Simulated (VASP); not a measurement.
Wanted: the native input for a VASP 6.6.1 run.

| Property | Result |
| --- | --- |
| Task | single point |
| Functional | PBE |
| Potentials or basis | VASP PAW PBE potentials, release 64 (Mg, O, H) |
| Cutoff | 520 eV |
| k mesh | 2 × 2 × 2 |
| Occupations | gaussian, width 0.05 eV |
| Spin | collinear spin |
| Starting moments | [0.0, 0.0, 0.0, 0.0, 0.0, 0.0, 0.0, 0.0, 0.0, 0.0, 0.09, 0.0, 0.09, 0.0, 0.09, 0.09, 0.32] μB |
| Dipole correction | no |
| Further INCAR settings | LREAL = Auto; ALGO = Normal; EDIFF = 1e-07; NBANDS = 50 |

The structure of Mg8HO8 (a cell with a defect) lies in POSCAR:

```
Mg8HO8
1.0
    0.0000000000      4.2052000000      4.2052000000
    4.2052000000      0.0000000000      4.2052000000
    4.2052000000      4.2052000000      0.0000000000
Mg O H
8 8 1
Direct
   -0.0011125511      0.0003770332      0.0006633454
   -0.0011087463      0.0003865452      0.5010198088
   -0.0011101731      0.5007396794      0.0006704794
    0.0034829497      0.4989725816      0.4992605584
    0.4992782745      0.0003719205      0.0006570437
    0.4974457814      0.0050544564      0.4992349948
    0.4974436412      0.4989444022      0.0053507562
    0.4974504185      0.4989590269      0.4992458147
    0.2492162085      0.2507093598      0.2509944830
    0.2492184676      0.2507063873      0.7500467279
    0.2492182298      0.7497604157      0.2509922239
    0.2323594597      0.7560097023      0.7562919718
    0.7482759441      0.2507067440      0.2509925806
    0.7545161942      0.2338817417      0.7562816275
    0.7545133406      0.7559965043      0.2341709074
    0.7545251118      0.7560006658      0.7562843622
    0.6238687815      0.6255205460      0.6258308761
```

These files were run (other wordings do the same):

INCAR

```
  PREC = Accurate
  ENCUT = 520
  EDIFF = 1E-7
  ISMEAR = 0
  SIGMA = 0.05
  LREAL = Auto
  LASPH = True
  NELM = 150
  ALGO = Normal
  ISIF = 2
  LWAVE = False
  LCHARG = True
  ISPIN = 2
  MAGMOM = 0 0 0 0 0 0 0 0 0 0 0.09 0 0.09 0 0.09 0.09 0.32
  LORBIT = 11
  GGA = PE
  LELF = True
  LVHAR = True
  NBANDS = 50
```

KPOINTS

```
Automatic mesh
0
Gamma
  2 2 2
```

Potentials or basis: VASP PAW PBE potentials, release 64 (Mg, O, H).

Command:

```sh
$ cat potpaw_PBE.64/Mg/POTCAR potpaw_PBE.64/O/POTCAR potpaw_PBE.64/H/POTCAR > POTCAR
$ mpirun -np 1 vasp_std > vasp.out
```

Results of the run:

```
Pressure                                              : 11.1 GPa
Largest force                                         : 0.025 eV/Å
Net moment                                            : 0.75 μB per cell
Site moments                                          : Mg +0.00; O -0.00, +0.08 (each value once); H +0.22 μB
Valence electrons inside the program's atomic spheres : Mg 0.43, 0.41 (each value once); O 5.11, 5.10 (each value once); H 0.57
```

Caveat: the k points lie up to 0.65 Å⁻¹ apart; a moment this small can come from the mesh or the smearing.

It took 5.7 min on 1 thread of Intel(R) Xeon(R) Platinum 8259CL CPU @ 2.50GHz (Skylake/Cascade Lake) (shared host), peak memory 0.44 GiB.
